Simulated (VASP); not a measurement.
A run of VASP 6.6.1 is set up as follows.

INCAR

```
SYSTEM = C
PREC = Accurate
ENCUT = 520
EDIFF = 1E-6
ISMEAR = 0
SIGMA = 0.03
LREAL = .False.
LASPH = .True.
NELM = 100
ALGO = Normal
ISIF = 2
LWAVE = .False.
LCHARG = .False.
NBANDS = 16
```

Contents of KPOINTS:

```
Automatic mesh
0
Gamma
  16 16 6
  0 0 0
```

The input POSCAR:

```
C
1.0
    1.2227846672      2.1166507485      0.0000000000
    1.2227846672     -2.1166507485      0.0000000000
    0.0000000000      0.0000000000     -6.7194983675
C
4
Direct
    0.1667065656      0.8332934344      0.0260436108
    0.6667065656      0.3332934344      0.4739563892
    0.8332934344      0.1667065656      1.0260436108
    0.3332934344      0.6667065656      0.4739563892
```

Potentials or basis: VASP PAW LDA potentials, release 64 (C).

Command:

```console
$ cat potpaw_LDA.64/C/POTCAR > POTCAR
$ mpirun -np 1 vasp_std > vasp.out
```

Task: What does it give for the pressure?

Result: 1.5 GPa.

Task: Estimate the largest force.

Result: 0.135 eV/Å.

Stress tensor (GPa, compression positive):
```
1.49 0.00 0.00
0.00 0.63 0.00
0.00 0.00 2.25
```

Caveat: the cell differs from its parent crystal (atoms displaced along a vibrational mode).
